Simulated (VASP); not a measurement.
A run of VASP 6.6.1:

File INCAR:

```
PREC = Accurate
ENCUT = 520
EDIFF = 1E-6
ISMEAR = -1
SIGMA = 0.08
LREAL = False
LASPH = True
NELM = 60
ALGO = Normal
ISIF = 2
LWAVE = False
LCHARG = False
GGA = PE
ISYM = 0
NBANDS = 12
```

Contents of KPOINTS:

```
Automatic mesh
0
Gamma
  15 15 14
  0.5 0.5 0.5
```

The input POSCAR:

```
Ag
1.0
    2.8464770861      0.0000000000      0.0000000000
   -1.4232385430      2.4651214678      0.0000000000
    0.0000000000      0.0000000000      2.7685463678
Ag
1
Direct
    0.0000000000      0.0000000000      0.0000000000
```

Potentials or basis: VASP PAW PBE potentials, release 64 (Ag).

Run with:

```bash
$ cat potpaw_PBE.64/Ag/POTCAR > POTCAR
$ mpirun -np 1 vasp_std > vasp.out
```

Hardware: 1 thread of Intel Xeon 8259CL, with other jobs on the host.

Q: Estimate the wall time of this run.

A: It took 11 min on 1 thread of Intel Xeon 8259CL (shared host), peak memory 1.1 GiB. Counts: scf iterations 11, k points 4725.
